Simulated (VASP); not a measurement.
# HfO2: single point with PBEsol

Slab: HfO2, a slab with vacuum.

```
CELL_PARAMETERS angstrom
3.56658 0.00000 0.00000
-1.78329 3.08875 0.00000
0.00000 0.00000 24.28025
ATOMIC_POSITIONS crystal
O 0.00000 0.00000 0.35008
O 0.33333 0.66667 0.41005
O 0.66667 0.33333 0.47002
O 0.00000 0.00000 0.52990
O 0.33333 0.66667 0.58768
O 0.66667 0.33333 0.64981
Hf 0.66667 0.33333 0.38006
Hf 0.33333 0.66667 0.49956
Hf 0.00000 0.00000 0.61756
```

```yaml
Program: VASP 6.6.1
Task: single point
Functional: PBEsol
Potentials_or_basis: VASP PAW PBE potentials, release 64 (O, Hf_pv)
Cutoff: 520 eV
k_mesh: 9 × 9 × 1
Occupations: gaussian, width 0.05 eV
Spin: no spin polarisation
```

| Item | Value |
| --- | --- |
| Largest force | 1.089 eV/Å |
| Band gap on the k mesh | 4.16 eV, indirect (least direct gap 4.19 eV) |

Forces in eV/Å, atoms in the order of the input:
```
O    0.000  0.000 -0.512
O    0.000  0.000  0.172
O    0.000  0.000 -0.510
O    0.000  0.000  0.001
O    0.000  0.000 -0.001
O    0.000  0.000 -0.102
Hf   0.000  0.000  1.089
Hf   0.000  0.000  0.011
Hf   0.000  0.000 -0.148
```

Levels at points of the mesh, in eV from the valence-band top:
```csv
k point,band 30,band 31,band 32,band 33,band 34,band 35,band 36,band 37
"(0.00, 0.00, 0.00)",-0.67,-0.67,-0.35,-0.35,4.16,4.16,4.59,4.59
```

It took 3.7 min on 1 thread of Intel(R) Xeon(R) Platinum 8559C (Emerald Rapids), with other jobs on the host, peak memory 0.44 GiB.

Caveat: the PAW data sets were made with another functional, which shifts forces and pressure a little; spin-orbit coupling is left out, which moves the levels of the heavy elements.
